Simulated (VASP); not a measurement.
Wanted: the native input for a VASP 6.6.1 run.

```yaml
Task: single point
Functional: PBE
Potentials_or_basis: VASP PAW PBE potentials, release 64 (H)
Cutoff: 500 eV
k_mesh: 13 × 13 × 7
Occupations: fermi-dirac, width 0.01 eV
Spin: no spin polarisation
Dipole_correction: no
Further_INCAR_settings: ALGO = Normal; EDIFF = 1e-06; NBANDS = 8
```

The structure of H lies in POSCAR:

```
H
1.0
    1.9946445635      0.0000000000      0.0000000000
   -0.9973222818      1.7274128635      0.0000000000
    0.0000000000      0.0000000000      3.2043007947
H
2
Direct
    0.3333333333      0.6666666667      0.2500000000
    0.6666666667      0.3333333333      0.7500000000
```

These files were run (other wordings do the same):

INCAR

```
ALGO = Normal
EDIFF = 1E-6
ENCUT = 500
GGA = PE
GGA_COMPAT = False
ISIF = 2
ISMEAR = -1
LASPH = True
LCHARG = False
LREAL = False
LWAVE = False
NBANDS = 8
NELM = 120
PREC = Accurate
SIGMA = 0.01
```

KPOINTS

```
k-points
0
Gamma
  13 13 7
```

Potentials or basis: VASP PAW PBE potentials, release 64 (H).

Launch:

```sh
$ cat potpaw_PBE.64/H/POTCAR > POTCAR
$ mpirun -np 1 vasp_std > vasp.out
```

Results of the run:

```yaml
Pressure: -24.0 GPa
Band_gap_on_the_k_mesh: zero (bands 1 and 2 overlap by 8.90 eV)
```

Caveat: the cell stands under tension.

It took 3.1 s on 1 thread of Intel(R) Xeon(R) Platinum 8488C (Sapphire Rapids) (shared host), peak memory 0.11 GiB.
